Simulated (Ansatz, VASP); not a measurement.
## Two plane-wave programs on BaTe

File INCAR:

```
SYSTEM = BaTe
  ALGO = Normal
  EDIFF = 1E-7
  ENCUT = 520
  GGA = PS
  ISIF = 2
  ISMEAR = 0
  LASPH = .True.
  LCHARG = .False.
  LREAL = .False.
  LWAVE = .False.
  NBANDS = 15
  NELM = 80
  PREC = Accurate
  SIGMA = 0.05
```

The input KPOINTS:

```
k-points
0
Gamma
  6 6 6
  0 0 0
```

Contents of POSCAR:

```
BaTe
1.0
    4.2624660000      0.0000000000      0.0000000000
    0.0000000000      4.2198413400      0.0000000000
    0.0000000000      0.0000000000      4.2624660000
Ba Te
1 1
Direct
    0.0000000000      0.0000000000      0.0000000000
    0.5000000000      0.5000000000      0.5000000000
```

Input for Ansatz:

```yaml
crystal:
  lattice:
    - [4.262466, 0.0, 0.0]
    - [0.0, 4.21984134, 0.0]
    - [0.0, 0.0, 4.262466]
  atoms:
    - { symbol: Ba, position: [0.0, 0.0, 0.0] }
    - { symbol: Te, position: [0.5, 0.5, 0.5] }
basis:
  ecutwfc: 420
kpoints:
  mp_grid: { grid: [6, 6, 6] }
hamiltonian:
  xc: pbesol
scf:
  occupations: { method: gaussian, width: 0.05 }
output:
  forces: true
  stress: true
  eigenvalues: true
```

Change from the starting cell: strain -0.0100 x Voigt [0, 1, 0, 0, 0, 0], atoms carried along.

Alike in both runs: task single point; functional PBEsol; k mesh 6 × 6 × 6; occupations gaussian, width 0.05 eV; no spin polarisation.

```csv
,VASP,Ansatz
version,VASP 6.6.1,Ansatz 0.2.0
potentials or method,"VASP PAW PBE potentials, release 64 (Ba_sv, Te), cutoff 520 eV","scalar-relativistic, plane waves, PAW"
valence electrons in the cell,16,26
```

|  | VASP | Ansatz | Ansatz less VASP |
| --- | --- | --- | --- |
| gap on the k mesh at the Fermi level (eV) | 0.62 | 0.73 | +0.104 |
| least direct gap on the mesh (eV) | 0.80 | 0.90 | +0.103 |
| pressure (GPa) | -1.5 | -1.9 | -0.49 |
| traceless stress, the component that is largest in VASP (GPa) | 0.48 | 0.48 | -0.002 |

VASP's potentials were made for PBE, not for PBEsol. VASP's potentials hold 16 valence electrons a cell and Ansatz's 26, so a difference there can come from the potentials and not from the codes.

Neither program's run includes spin-orbit coupling.
